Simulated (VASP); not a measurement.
Write the native input for VASP 6.6.1 that does the following.

| Quantity | Value |
| --- | --- |
| Task | single point |
| Functional | PBEsol |
| Potentials or basis | VASP PAW PBE potentials, release 64 (Mg, S) |
| Cutoff | 600 eV |
| k mesh | 6 × 6 × 6 |
| Occupations | gaussian, width 0.01 eV |
| Spin | no spin polarisation |
| Dipole correction | no |
| Further INCAR settings | ALGO = Normal; EDIFF = 1e-06; NBANDS = 11 |

The structure of MgS (ae) lies in POSCAR:

```
MgS
1.0
   -0.0159616870      2.5812596265      2.5965822274
    2.5812596265     -0.0159616870      2.5965822274
    2.5652979395      2.5652979395      0.0000000000
Mg S
1 1
Direct
    0.0000000000      0.0000000000      0.0000000000
    0.5000000000      0.5000000000      0.5000000000
```

The input as run:

INCAR

```
  ALGO = Normal
  EDIFF = 1E-6
  ENCUT = 600
  GGA = PS
  GGA_COMPAT = F
  ISIF = 2
  ISMEAR = 0
  LASPH = T
  LCHARG = F
  LREAL = F
  LWAVE = F
  NBANDS = 11
  NELM = 120
  PREC = Accurate
  SIGMA = 0.01
```

KPOINTS

```
k-points
0
Gamma
  6 6 6
```

Potentials or basis: VASP PAW PBE potentials, release 64 (Mg, S).

The run is started by

```sh
$ cat potpaw_PBE.64/Mg/POTCAR potpaw_PBE.64/S/POTCAR > POTCAR
$ mpirun -np 1 vasp_std > vasp.out
```

It gave:

* Pressure: 0.3 GPa
* Band gap on the k mesh: 2.68 eV, indirect (least direct gap 3.68 eV)

Caveat: the PAW data sets were made with another functional, which shifts forces and pressure a little.

Wall time 14 s on 1 thread of Intel Xeon 6975P-C, on a shared host, peak memory 0.18 GiB.
